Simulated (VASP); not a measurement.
# Sb (Fm-3m) in VASP: notebook, part 2 of 2

VASP 6.6.1. The steps go on from the part before.

### 3 Elastic constants, PBEsol

INCAR

```
PREC     = Accurate       # precision mode
ENCUT    = 600            # plane-wave cutoff, eV
EDIFF    = 1E-8           # SCF threshold, eV
ISMEAR   = -1             # smearing method
SIGMA    = 0.05           # smearing width, eV
LREAL    = F              # projectors in reciprocal space
LASPH    = T              # aspherical terms in the spheres
NELM     = 60             # most SCF steps
ALGO     = Normal         # electronic algorithm
ISIF     = 3              # what is computed and relaxed
LWAVE    = F              # write WAVECAR
LCHARG   = F              # write CHGCAR
GGA      = PS             # functional
NBANDS   = 8              # bands
IBRION   = 6              # ionic algorithm
NFREE    = 2            
POTIM    = 0.015          # step
NSW      = 1              # ionic steps
```

KPOINTS

```
Automatic mesh
0
Gamma
  8 8 8
```

POSCAR

```
Sb
1.0
    0.0000000000      2.3712425216      2.3712425216
    2.3712425216      0.0000000000      2.3712425216
    2.3712425216      2.3712425216      0.0000000000
Sb
1
Direct
    0.0000000000      0.0000000000      0.0000000000
```

Potentials or basis: VASP PAW PBE potentials, release 64 (Sb).

Started as:

```console
$ cat potpaw_PBE.64/Sb/POTCAR > POTCAR
$ mpirun -np 1 vasp_std > vasp.out
```

OUTCAR:

```text
PREC = Accurate
   ENCUT = 600
   EDIFF = 1E-8
   ISMEAR = -1
   LREAL = F
   LASPH = T
   NELM = 60
   ISIF = 3
   GGA = PS
   IBRION = 6
   NFREE = 2
   POTIM = 0.015
   NSW = 1

 ion  position               nearest neighbor table
   1  0.000  0.000  0.000-

  LATTYP: Found a face centered cubic cell.
 ALAT       =     4.7424850432

  Lattice vectors:

 A1 = (   0.0000000000,   2.3712425216,   2.3712425216)
 A2 = (   2.3712425216,   0.0000000000,   2.3712425216)
 A3 = (   2.3712425216,   2.3712425216,   0.0000000000)

Analysis of symmetry for initial positions (statically):
=====================================================================
 Subroutine PRICEL returns:
 Original cell was already a primitive cell.

 Routine SETGRP: Setting up the symmetry group for a
 face centered cubic supercell.

 Subroutine GETGRP returns: Found 48 space group operations
[... 9 lines left out ...]

 Routine SETGRP: Setting up the symmetry group for a
 face centered cubic supercell.

 Subroutine GETGRP returns: Found 48 space group operations
[... 11 lines left out ...]
                                     Primitive cell

  volume of cell :      26.6660

  direct lattice vectors                    reciprocal lattice vectors
     0.000000000  2.371242522  2.371242522    -0.210859916  0.210859916  0.210859916
     2.371242522  0.000000000  2.371242522     0.210859916 -0.210859916  0.210859916
     2.371242522  2.371242522  0.000000000     0.210859916  0.210859916 -0.210859916

[... 585 lines left out ...]
      8      22.4510      0.00000

 [... further k-points ...]
[... 5 lines left out ...]
  --------------------------------------------------------------------------------------
  -------------------------------------------------------------------------------------
  Total       -0.0974249     -0.0974249     -0.0974249      0.0000000      0.0000000     -0.0000000
  in kB       -5.8535927     -5.8535927     -5.8535927      0.0000000      0.0000000     -0.0000000
  external PRESSURE =      -5.8535927 kB  Pullay stress =       0.0000000 kB
[... 16 lines left out ...]
  FREE ENERGIE OF THE ION-ELECTRON SYSTEM (eV)
  ---------------------------------------------------
  free  energy   TOTEN  =        -4.2887042334 eV

  energy  without entropy=       -4.2790703515  energy(sigma->0) =       -4.28388729

 INTERNAL STRAIN TENSORS FROM STRAINED CELLS
 ============================================

 INTERNAL STRAIN TENSOR FOR ION    1 for displacements in x,y,z  (eV/Angst):
          X           Y           Z          XY          YZ          ZX
  --------------------------------------------------------------------------------
  x    -0.00000     0.00000    -0.00000     0.00000     0.00000     0.00000
  y     0.00000     0.00000    -0.00000    -0.00000    -0.00000    -0.00000
  z    -0.00000    -0.00000     0.00000     0.00000    -0.00000     0.00000

 INTERNAL STRAIN TENSORS FROM DISPLACED ATOMS
 ============================================

 INTERNAL STRAIN TENSOR FOR ION    1 for displacements in x,y,z  (eV/Angst):
          X           Y           Z          XY          YZ          ZX
  --------------------------------------------------------------------------------
  x     0.00000     0.00000     0.00000     0.00000     0.00000     0.00000
  y     0.00000     0.00000     0.00000     0.00000     0.00000     0.00000
  z     0.00000     0.00000     0.00000     0.00000     0.00000     0.00000

 Eigenvectors and eigenvalues of the dynamical matrix
 ----------------------------------------------------

   1 f/i=    0.000000 THz     0.000000 2PiTHz    0.000000 cm-1     0.000000 meV
             X         Y         Z           dx          dy          dz
      0.000000  0.000000  0.000000    -0.741959   -0.670445    0.000000

   2 f/i=    0.000000 THz     0.000000 2PiTHz    0.000000 cm-1     0.000000 meV
             X         Y         Z           dx          dy          dz
      0.000000  0.000000  0.000000     0.000000    0.000000    1.000000

   3 f/i=    0.000000 THz     0.000000 2PiTHz    0.000000 cm-1     0.000000 meV
             X         Y         Z           dx          dy          dz
      0.000000  0.000000  0.000000     0.670445   -0.741959    0.000000

--------------------------------------------------------------------------------------------------------

 ELASTIC MODULI CONTR FROM IONIC RELAXATION (kBar)
 Direction    XX          YY          ZZ          XY          YZ          ZX
 --------------------------------------------------------------------------------
 XX           0.0000      0.0000      0.0000      0.0000      0.0000      0.0000
 YY           0.0000      0.0000      0.0000      0.0000      0.0000      0.0000
 ZZ           0.0000      0.0000      0.0000      0.0000      0.0000      0.0000
 XY           0.0000      0.0000      0.0000      0.0000      0.0000      0.0000
 YZ           0.0000      0.0000      0.0000      0.0000      0.0000      0.0000
 ZX           0.0000      0.0000      0.0000      0.0000      0.0000      0.0000
 --------------------------------------------------------------------------------

 TOTAL ELASTIC MODULI (kBar)
 Direction    XX          YY          ZZ          XY          YZ          ZX
 --------------------------------------------------------------------------------
 XX          -3.0745    996.6326    996.6326     -0.0000      0.0000      0.0000
 YY         996.6326     -3.0745    996.6326      0.0000     -0.0000     -0.0000
 ZZ         996.6326    996.6326     -3.0745      0.0000     -0.0000     -0.0000
 XY          -0.0000      0.0000      0.0000   -515.9686      0.0000      0.0000
 YZ           0.0000     -0.0000     -0.0000      0.0000   -515.9686      0.0000
 ZX           0.0000     -0.0000     -0.0000      0.0000      0.0000   -515.9686
 --------------------------------------------------------------------------------
```

OSZICAR:

```text
N       E                     dE             d eps       ncg     rms          rms(c)
DAV:   1     0.492386806240E+01    0.49239E+01   -0.19421E+03   464   0.477E+02
DAV:   2    -0.421195828323E+01   -0.91358E+01   -0.88082E+01   656   0.553E+01
DAV:   3    -0.429512514409E+01   -0.83167E-01   -0.83079E-01   536   0.618E+00
[... 148 lines left out ...]
DAV:   1    -0.428839094216E+01    0.31329E-03   -0.21225E-01   488   0.242E+00    0.284E-02
DAV:   2    -0.428870774752E+01   -0.31681E-03   -0.32221E-03   672   0.450E-01    0.168E-02
DAV:   3    -0.428870451113E+01    0.32364E-05   -0.11839E-05   640   0.223E-02    0.322E-03
DAV:   4    -0.428870424192E+01    0.26921E-06   -0.11919E-06   616   0.619E-03    0.609E-04
DAV:   5    -0.428870423344E+01    0.84818E-08   -0.88075E-08   656   0.166E-03
  15 F= -.42887042E+01 E0= -.42838873E+01  d E =-.963388E-02
```

stdout:

```text
POSCAR found type information on POSCAR Sb
 POSCAR found :  1 types and       1 ions
 scaLAPACK will be used
 -----------------------------------------------------------------------------
|                                                                             |
|                                                                             |
|     You enforced a specific xc type in the INCAR file but a different       |
|     I HOPE YOU KNOW WHAT YOU ARE DOING!                                     |
|                                                                             |
 -----------------------------------------------------------------------------

 LDA part: xc-table for (Slater+PW92), standard interpolation
 POSCAR, INCAR and KPOINTS ok, starting setup
 FFT: planning ... GRIDC
 FFT: planning ... GRID_SOFT
 FFT: planning ... GRID
 WAVECAR not read
 entering main loop
 Found     1 degrees of freedom:
 Adding 6 more for cell shape distortion
 Finite differences POTIM= 0.01500 DOF=   7
 bond charge predicted
 Finite differences progress:
 bond charge predicted
 Finite differences progress:
 bond charge predicted
 Finite differences progress:
 bond charge predicted
 Finite differences progress:
 bond charge predicted
 Finite differences progress:
 bond charge predicted
 Finite differences progress:
 bond charge predicted
 Finite differences progress:
 bond charge predicted
 Finite differences progress:
 bond charge predicted
 Finite differences progress:
 bond charge predicted
 Finite differences progress:
 bond charge predicted
 Finite differences progress:
 bond charge predicted
 Finite differences progress:
 bond charge predicted
 Finite differences progress:
 bond charge predicted
 Finite differences progress:
```

Run time: 6.4 min. Hardware: 1 thread of Intel Xeon 8259CL, shared host; peak memory 0.2 GiB.

What came out:

```yaml
Elastic_constants_C11_C12_C44: 0, 100, -52 GPa
Voigt_bulk_modulus: 66 GPa
```

Elastic tensor in Voigt notation (GPa, in the Cartesian axes of the cell as first typed):
```
  0 100 100   0   0   0
100   0 100   0   0   0
100 100   0   0   0   0
  0   0   0 -52   0   0
  0   0   0   0 -52   0
  0   0   0   0   0 -52
```

Clamped-ion elastic tensor (GPa):
```
  0 100 100   0   0   0
100   0 100   0   0   0
100 100   0   0   0   0
  0   0   0 -52   0   0
  0   0   0   0 -52   0
  0   0   0   0   0 -52
```

Caveat: the elastic tensor has a negative eigenvalue, so either the cell is unstable as it stands or the mesh is too thin; the PAW data sets were made with another functional, which shifts forces and pressure a little; spin-orbit coupling is left out, which moves the levels of the heavy elements.

### 4 Density of states, PBEsol

POSCAR is that of step 3.

INCAR.step1

```
PREC = Accurate
ENCUT = 520
EDIFF = 1E-6
ISMEAR = -1
SIGMA = 0.05
LREAL = F
LASPH = T
NELM = 60
ALGO = Normal
ISIF = 2
LWAVE = F
LCHARG = T
GGA = PS
NBANDS = 8
```

KPOINTS.step1

```
Automatic mesh
0
Gamma
  8 8 8
```

INCAR.step2

```
PREC = Accurate
ENCUT = 520
EDIFF = 1E-6
ISMEAR = -5
SIGMA = 0.05
LREAL = F
LASPH = T
NELM = 60
ALGO = Normal
ISIF = 2
LWAVE = F
LCHARG = F
GGA = PS
LORBIT = 11
NBANDS = 8
NEDOS = 1001
ICHARG = 11
```

KPOINTS.step2

```
Automatic mesh
0
Gamma
  12 12 12
```

Started as:

```console
$ cat potpaw_PBE.64/Sb/POTCAR > POTCAR
$ cp INCAR.step1 INCAR
$ cp KPOINTS.step1 KPOINTS
$ mpirun -np 1 vasp_std > vasp.out
$ cp INCAR.step2 INCAR
$ cp KPOINTS.step2 KPOINTS
$ mpirun -np 1 vasp_std > vasp.out
```

It took 14 s on 1 thread of Intel Xeon 6975P-C, shared host; peak memory 0.15 GiB.

Results (log left out):

```
Valence electrons inside the program's atomic spheres : Sb 2.33
```

Levels at points of the mesh, in eV from the Fermi level:
```
           k point  band 1  band 2  band 3  band 4  band 5  band 6  band 7
(0.00, 0.00, 0.00)  -13.05    5.35    5.35    5.35    9.99    9.99    9.99
(0.50, 0.00, 0.00)   -9.24   -5.93    3.64    3.64    8.21    9.11    9.11
(0.50, 0.50, 0.00)   -7.59   -5.02    0.34    0.34    4.09    4.58   17.68
```

Caveat: the PAW data sets were made with another functional, which shifts forces and pressure a little; spin-orbit coupling is left out, which moves the levels of the heavy elements; tetrahedron occupations give inexact forces and stress in metals.

### 5 Elastic constants, PBEsol

INCAR

```
SYSTEM = Sb
ALGO     = Normal         ! electronic algorithm
EDIFF    = 1E-8           ! SCF threshold, eV
ENCUT    = 600            ! plane-wave cutoff, eV
GGA      = PS             ! functional
IBRION   = 6              ! ionic algorithm
ISIF     = 3              ! what is computed and relaxed
ISMEAR   = -1             ! smearing method
LASPH    = .True.         ! aspherical terms in the spheres
LCHARG   = .False.        ! write CHGCAR
LREAL    = .False.        ! projectors in reciprocal space
LWAVE    = .False.        ! write WAVECAR
NBANDS   = 8              ! bands
NELM     = 100            ! most SCF steps
NFREE    = 2            
NSW      = 1              ! ionic steps
POTIM    = 0.015          ! step
PREC     = Accurate       ! precision mode
SIGMA    = 0.05           ! smearing width, eV
```

KPOINTS

```
k-points
0
Gamma
  7 7 7
  0 0 0
```

POSCAR is that of step 4.

Started as:

```console
$ cat potpaw_PBE.64/Sb/POTCAR > POTCAR
$ mpirun -np 1 vasp_std > vasp.out
```

It took 2.3 min on 1 thread of Intel Xeon Platinum 8488C (Sapphire Rapids), shared host; peak memory 0.18 GiB.

It converged, with:

```yaml
Elastic_constants_C11_C12_C44: 10, 75, -59 GPa
Voigt_bulk_modulus: 53 GPa
```

Elastic tensor in Voigt notation (GPa, in the Cartesian axes of the cell as first typed):
```
 10  75  75   0   0   0
 75  10  75   0   0   0
 75  75  10   0   0   0
  0   0   0 -59   0   0
  0   0   0   0 -59   0
  0   0   0   0   0 -59
```

Clamped-ion elastic tensor (GPa):
```
 10  75  75   0   0   0
 75  10  75   0   0   0
 75  75  10   0   0   0
  0   0   0 -59   0   0
  0   0   0   0 -59   0
  0   0   0   0   0 -59
```

Caveat: the cell is under stress, which shifts elastic constants; the elastic tensor has a negative eigenvalue, so either the cell is unstable as it stands or the mesh is too thin; the PAW data sets were made with another functional, which shifts forces and pressure a little; spin-orbit coupling is left out, which moves the levels of the heavy elements.
